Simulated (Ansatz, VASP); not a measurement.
Two plane-wave programs on C

Contents of INCAR:

```
SYSTEM = C
  ALGO = Normal
  DIPOL = 0.5 0.5 0.500
  EDIFF = 1E-7
  ENCUT = 520
  GGA = PE
  IDIPOL = 3
  ISIF = 2
  ISMEAR = 0
  LASPH = .True.
  LCHARG = .True.
  LDIPOL = .True.
  LELF = .True.
  LREAL = .False.
  LVACPOTAV = .True.
  LVHAR = .True.
  LWAVE = .False.
  NBANDS = 26
  NELM = 80
  PREC = Accurate
  SIGMA = 0.1
```

File KPOINTS:

```
k-points
0
Gamma
  15 15 1
  0 0 0
```

File POSCAR:

```
C
1.0
    2.4665844389      0.0000000000      0.0000000000
   -1.2332922194      2.1361247846      0.0000000000
    0.0000000000      0.0000000000     30.4299040842
C
8
Direct
    0.6666666667      0.3333333333      0.2464697152
    0.0000000000      0.0000000000      0.2464680789
    0.6666666667      0.3333333333      0.3902214538
    0.3333333333      0.6666666667      0.3902230902
    0.3333333333      0.6666666667      0.6097785462
    0.6666666667      0.3333333333      0.6097769098
    0.3333333333      0.6666666667      0.7535302848
    0.0000000000      0.0000000000      0.7535319211
```

Input for Ansatz:

```yaml
crystal:
  lattice:
    - [2.4665844389, 0.0, 0.0]
    - [-1.2332922194, 2.1361247846, 0.0]
    - [0.0, 0.0, 30.4299040842]
  atoms:
    - { symbol: C, position: [0.6666666667, 0.3333333333, 0.2464697152] }
    - { symbol: C, position: [0.0, 0.0, 0.2464680789] }
    - { symbol: C, position: [0.6666666667, 0.3333333333, 0.3902214538] }
    - { symbol: C, position: [0.3333333333, 0.6666666667, 0.3902230902] }
    - { symbol: C, position: [0.3333333333, 0.6666666667, 0.6097785462] }
    - { symbol: C, position: [0.6666666667, 0.3333333333, 0.6097769098] }
    - { symbol: C, position: [0.3333333333, 0.6666666667, 0.7535302848] }
    - { symbol: C, position: [0.0, 0.0, 0.7535319211] }
basis:
  ecutwfc: 420
kpoints:
  mp_grid: { grid: [15, 15, 1] }
hamiltonian:
  xc: pbe
scf:
  occupations: { method: gaussian, width: 0.1 }
output:
  forces: true
  stress: true
  eigenvalues: true
efield:
  axis: 3
  dipole_correction: true
  ramp_width: 0.04
```

Alike in both runs: task single point; functional PBE; k mesh 15 × 15 × 1; occupations gaussian, width 0.1 eV; no spin polarisation.

|  | VASP | Ansatz |
| --- | --- | --- |
| version | VASP 6.6.1 | Ansatz 0.2.0 |
| potentials or method | VASP PAW PBE potentials, release 64 (C), cutoff 520 eV | scalar-relativistic, plane waves, PAW |
| valence electrons in the cell | 32 | 32 |

```csv
,VASP,Ansatz,Ansatz less VASP
gap on the k mesh at the Fermi level (eV),none,none,-
"work function, face that differs most (eV)",4.25,4.25,0.000
```

A gap of «none» marks a metal or a gap that the smearing closes. With one functional, cell and mesh, what is left measures potentials, basis and numerics.
